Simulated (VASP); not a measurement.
## ZnInC4N4: single point with PBE

The system is ZnInC4N4.

```
Zn In C N
1.0
     6.11559    0.00000    0.00000
     0.00000    6.11559    0.00000
     0.00000    0.00000    6.11559
Zn In C N
1 1 4 4
Cartesian
  3.0578 3.0578 3.0578
  0.0000 0.0000 0.0000
  1.2496 1.2496 1.2496
  1.2496 4.8660 4.8660
  4.8660 1.2496 4.8660
  4.8660 4.8660 1.2496
  1.9259 1.9259 1.9259
  1.9259 4.1897 4.1897
  4.1897 1.9259 4.1897
  4.1897 4.1897 1.9259
```

```
Program                : VASP 6.6.1
Task                   : single point
Functional             : PBE
Potentials or basis    : VASP PAW PBE potentials, release 64 (Zn, In_d, C, N)
Cutoff                 : 520 eV
k mesh                 : 4 × 4 × 4
Occupations            : gaussian, width 0.1 eV
Spin                   : collinear spin, ferromagnetic start
Starting moments       : [0.0, 0.0, 1.0, 1.0, 1.0, 1.0, 1.0, 1.0, 1.0, 1.0] μB
Dipole correction      : no
Further INCAR settings : ALGO = Normal; EDIFF = 1e-06; NBANDS = 46
```

- Pressure: 0.6 GPa
- Largest force: 0.367 eV/Å
- Net moment: 0.78 μB per cell
- Site moments: Zn +0.02; In +0.05; C +0.04; N +0.03 μB
- Valence electrons inside the program's atomic spheres: Zn 10.87; In 11.53; C 2.58; N 3.88

Forces in eV/Å, atoms in the order of the input:
```
Zn   0.000  0.000  0.000
In   0.000  0.000  0.000
C   -0.212 -0.212 -0.212
C   -0.212  0.212  0.212
C    0.212 -0.212  0.212
C    0.212  0.212 -0.212
N    0.190  0.190  0.190
N    0.190 -0.190 -0.190
N   -0.190  0.190 -0.190
N   -0.190 -0.190  0.190
```

Levels at points of the mesh, in eV from the Fermi level:
Spin up:
```tsv
k point	band 26	band 27	band 28	band 29	band 30	band 31	band 32	band 33	band 34	band 35
(0.00, 0.00, 0.00)	-6.64	-6.64	-6.36	-6.36	-6.36	-0.10	-0.10	-0.10	0.71	0.71
(0.50, 0.00, 0.00)	-6.62	-6.51	-6.41	-6.03	-6.03	0.01	0.01	0.10	0.56	0.96
(0.50, 0.50, 0.00)	-6.55	-6.46	-6.46	-6.04	-6.04	0.14	0.27	0.27	0.38	1.21
(0.50, 0.50, 0.50)	-6.53	-6.53	-6.53	-6.48	-6.48	0.22	0.22	0.22	0.87	0.87
```
Spin down:
```csv
k point,band 27,band 28,band 29,band 30,band 31,band 32,band 33,band 34
"(0.00, 0.00, 0.00)",-6.55,-6.28,-6.28,-6.28,0.05,0.05,0.05,0.86
"(0.50, 0.00, 0.00)",-6.42,-6.34,-5.95,-5.95,0.17,0.17,0.26,0.71
"(0.50, 0.50, 0.00)",-6.38,-6.37,-5.97,-5.97,0.30,0.43,0.43,0.53
"(0.50, 0.50, 0.50)",-6.44,-6.44,-6.38,-6.38,0.38,0.38,0.38,1.02
```

Wall time 9.2 min on 1 thread of Oxide Virtual Turin-like Processor, on a shared host, peak memory 0.47 GiB.

Caveat: a moment this small can come from the mesh or the smearing; spin-orbit coupling is left out, which moves the levels of the heavy elements.
